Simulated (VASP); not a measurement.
# K in VASP: further runs, part 2 of 2

VASP 6.6.1. Earlier steps stand in the parts before.

## 4. Single point, r2SCAN (normal strain along x -0.0550, normal strain along z +0.0275)

Contents of POSCAR:

```
K
1.0
    4.0733653181      0.0000000000      0.0000000000
    0.0000000000      4.3104394900      0.0000000000
    0.0000000000      0.0000000000      4.4289765760
K
1
Direct
    0.0000000000      0.0000000000      0.0000000000
```

Contents of INCAR.step1:

```
SYSTEM = K
PREC = Accurate
ENCUT = 520
ISMEAR = 0
SIGMA = 0.15
LREAL = .FALSE.
LASPH = .TRUE.
NELM = 60
NBANDS = 10
GGA = PE
ALGO = Normal
EDIFF = 1E-4
LWAVE = .TRUE.
LCHARG = .FALSE.
```

Contents of INCAR.step2:

```
SYSTEM = K
PREC = Accurate
ENCUT = 520
EDIFF = 1E-6
ISMEAR = 0
SIGMA = 0.15
LREAL = .FALSE.
LASPH = .TRUE.
NELM = 60
ALGO = Normal
ISIF = 2
LWAVE = .FALSE.
LCHARG = .TRUE.
METAGGA = R2SCAN
LMIXTAU = .TRUE.
LELF = .TRUE.
LVHAR = .TRUE.
NBANDS = 10
ISTART = 1
```

Contents of KPOINTS:

```
regular mesh
0
G
  10 10 10
  0 0 0
```

Started as:

```sh
> cat potpaw_PBE.64/K_sv/POTCAR > POTCAR
> cp INCAR.step1 INCAR
> mpirun -np 1 vasp_std > vasp.out
> cp INCAR.step2 INCAR
> mpirun -np 1 vasp_std > vasp.out
```

It took 7.1 min on 1 thread of Intel Xeon Platinum 8488C (Sapphire Rapids), shared host; peak memory 0.29 GiB.

It converged, with:

* Free energy: -5.8976 eV
* Pressure: 0.1 GPa
* Band gap on the k mesh: zero (an odd number of electrons rules out a gap without spin polarisation)

Stress tensor (GPa, compression positive):
```
 0.60  0.00  0.00
 0.00 -0.07  0.00
 0.00  0.00 -0.32
```

Levels at points of the mesh, in eV from the Fermi level:
```csv
k point,band 2,band 3,band 4,band 5,band 6,band 7
"(0.00, 0.00, 0.00)",-16.60,-16.60,-16.59,-2.24,3.06,3.28
"(0.50, 0.00, 0.00)",-16.73,-16.59,-16.59,0.24,0.36,3.98
"(0.00, 0.50, 0.00)",-16.68,-16.59,-16.59,0.01,0.06,3.83
"(0.50, 0.50, 0.00)",-16.72,-16.66,-16.58,1.15,2.49,2.56
"(0.00, 0.00, 0.50)",-16.66,-16.59,-16.59,-0.08,-0.08,3.80
"(0.50, 0.00, 0.50)",-16.72,-16.65,-16.58,1.14,2.33,2.46
"(0.00, 0.50, 0.50)",-16.67,-16.65,-16.58,1.07,2.07,2.12
"(0.50, 0.50, 0.50)",-16.71,-16.66,-16.64,2.27,2.40,2.66
```

Caveat: the cell differs from its parent crystal (normal strain along x -0.0550, normal strain along z +0.0275); the PAW data sets were made with another functional, which shifts forces and pressure a little.

## 5. Single point, r2SCAN (normal strain along x +0.0825, normal strain along z +0.1100)

Contents of POSCAR:

```
K
1.0
    4.6660507479      0.0000000000      0.0000000000
    0.0000000000      4.3104394900      0.0000000000
    0.0000000000      0.0000000000      4.7845878339
K
1
Direct
    0.0000000000      0.0000000000      0.0000000000
```

Contents of INCAR.step1:

```
  PREC = Accurate
  ENCUT = 520
  ISMEAR = 0
  SIGMA = 0.15
  LREAL = False
  LASPH = True
  NELM = 60
  NBANDS = 10
  GGA = PE
  ALGO = Normal
  EDIFF = 1E-4
  LWAVE = True
  LCHARG = False
```

Contents of INCAR.step2:

```
  PREC = Accurate
  ENCUT = 520
  EDIFF = 1E-6
  ISMEAR = 0
  SIGMA = 0.15
  LREAL = False
  LASPH = True
  NELM = 60
  ALGO = Normal
  ISIF = 2
  LWAVE = False
  LCHARG = True
  METAGGA = R2SCAN
  LMIXTAU = True
  LELF = True
  LVHAR = True
  NBANDS = 10
  ISTART = 1
```

Contents of KPOINTS:

```
Automatic mesh
0
Gamma
  10 10 10
```

Started as:

```sh
> cat potpaw_PBE.64/K_sv/POTCAR > POTCAR
> cp INCAR.step1 INCAR
> mpirun -np 1 vasp_std > vasp.out
> cp INCAR.step2 INCAR
> mpirun -np 1 vasp_std > vasp.out
```

Wall time 4.8 min (1 thread of Intel Xeon 6975P-C (Granite Rapids), shared host); peak memory 0.34 GiB.

It converged, with:

* Free energy: -5.8737 eV
* Pressure: -0.4 GPa
* Band gap on the k mesh: zero (an odd number of electrons rules out a gap without spin polarisation)

Stress tensor (GPa, compression positive):
```
-0.52  0.00  0.00
 0.00  0.09  0.00
 0.00  0.00 -0.64
```

Levels at points of the mesh, in eV from the Fermi level:
| k point | band 2 | band 3 | band 4 | band 5 | band 6 | band 7 |
| --- | --- | --- | --- | --- | --- | --- |
| (0.00, 0.00, 0.00) | -16.72 | -16.72 | -16.71 | -1.98 | 2.98 | 3.23 |
| (0.50, 0.00, 0.00) | -16.75 | -16.71 | -16.71 | -0.04 | 0.01 | 3.70 |
| (0.00, 0.50, 0.00) | -16.79 | -16.71 | -16.71 | 0.27 | 0.37 | 3.87 |
| (0.50, 0.50, 0.00) | -16.79 | -16.74 | -16.71 | 1.32 | 2.12 | 2.26 |
| (0.00, 0.00, 0.50) | -16.75 | -16.71 | -16.71 | -0.16 | -0.05 | 3.67 |
| (0.50, 0.00, 0.50) | -16.75 | -16.74 | -16.71 | 1.22 | 1.71 | 1.78 |
| (0.00, 0.50, 0.50) | -16.79 | -16.74 | -16.71 | 1.31 | 1.99 | 2.20 |
| (0.50, 0.50, 0.50) | -16.78 | -16.74 | -16.73 | 2.31 | 2.42 | 2.74 |

Caveat: the cell differs from its parent crystal (normal strain along x +0.0825, normal strain along z +0.1100); the PAW data sets were made with another functional, which shifts forces and pressure a little.

## 6. Single point, r2SCAN (normal strain along x -0.1100, normal strain along z -0.1100)

Contents of POSCAR:

```
K
1.0
    3.8362911461      0.0000000000      0.0000000000
    0.0000000000      4.3104394900      0.0000000000
    0.0000000000      0.0000000000      3.8362911461
K
1
Direct
    0.0000000000      0.0000000000      0.0000000000
```

Contents of INCAR.step1:

```
SYSTEM = K
ALGO = Normal
EDIFF = 1E-4
ENCUT = 520
GGA = PE
ISMEAR = 0
LASPH = .TRUE.
LCHARG = .FALSE.
LREAL = .FALSE.
LWAVE = .TRUE.
NBANDS = 10
NELM = 80
PREC = Accurate
SIGMA = 0.15
```

Contents of INCAR.step2:

```
SYSTEM = K
ALGO = Normal
EDIFF = 1E-6
ENCUT = 520
ISIF = 2
ISMEAR = 0
ISTART = 1
LASPH = .TRUE.
LCHARG = .FALSE.
LMIXTAU = .TRUE.
LREAL = .FALSE.
LWAVE = .FALSE.
METAGGA = R2SCAN
NBANDS = 10
NELM = 80
PREC = Accurate
SIGMA = 0.15
```

Contents of KPOINTS:

```
k-points
0
G
  10 10 10
  0 0 0
```

Potentials or basis: VASP PAW PBE potentials, release 64 (K_sv).

Started as:

```sh
> cat potpaw_PBE.64/K_sv/POTCAR > POTCAR
> cp INCAR.step1 INCAR
> mpirun -np 1 vasp_std > vasp.out
> cp INCAR.step2 INCAR
> mpirun -np 1 vasp_std > vasp.out
```

Wall time 1.7 min (1 thread of Intel Xeon 6975P-C (Granite Rapids), shared host); peak memory 0.22 GiB.

The run converged. Its results:

| Quantity | Value |
| --- | --- |
| Free energy | -5.8394 eV |
| Pressure | 1.0 GPa |
| Band gap on the k mesh | zero (an odd number of electrons rules out a gap without spin polarisation) |

Stress tensor (GPa, compression positive):
```
 1.60  0.00  0.00
 0.00 -0.22  0.00
 0.00  0.00  1.60
```

Levels at points of the mesh, in eV from the Fermi level:
```
           k point  band 1  band 2  band 3  band 4  band 5  band 6  band 7  band 8  band 9
(0.00, 0.00, 0.00)  -33.89  -16.53  -16.51  -16.51   -2.48    2.94    3.34    6.53    7.03
(0.50, 0.00, 0.00)  -33.87  -16.74  -16.50  -16.48    0.28    0.43    4.00    4.58    5.57
(0.00, 0.50, 0.00)  -33.88  -16.61  -16.50  -16.50   -0.23   -0.21    3.77    5.82    5.82
(0.50, 0.50, 0.00)  -33.87  -16.73  -16.58  -16.48    0.92    2.52    2.66    2.68    5.87
(0.50, 0.00, 0.50)  -33.85  -16.71  -16.71  -16.48    0.97    3.25    3.25    3.25    5.36
(0.50, 0.50, 0.50)  -33.85  -16.70  -16.70  -16.55    1.99    2.62    2.62    4.88    5.83
```

Caveat: the cell differs from its parent crystal (normal strain along x -0.1100, normal strain along z -0.1100); the PAW data sets were made with another functional, which shifts forces and pressure a little.

## 7. Summary

```tsv
cell	gap on the mesh (eV)	pressure (GPa)
a = 3.955, b = 4.310, c = 4.429 Å, 1 atom	none	0.2
a = 3.955, b = 4.310, c = 4.548 Å, 1 atom	none	0.1
a = 4.073, b = 4.310, c = 4.429 Å, 1 atom	none	0.1
a = 4.666, b = 4.310, c = 4.785 Å, 1 atom	none	-0.4
a = 3.836, b = 4.310 Å, 1 atom	none	1.0
```

Alike in all rows: task single point; level r2SCAN; potentials or basis VASP PAW PBE potentials, release 64 (K_sv); no spin polarisation; k mesh 10 × 10 × 10; cutoff (eV) 520; smearing gaussian 0.15 eV.

Caveats: the PAW data sets were made with another functional, which shifts forces and pressure a little.

Absolute energies hang on the potentials; compare differences alone.
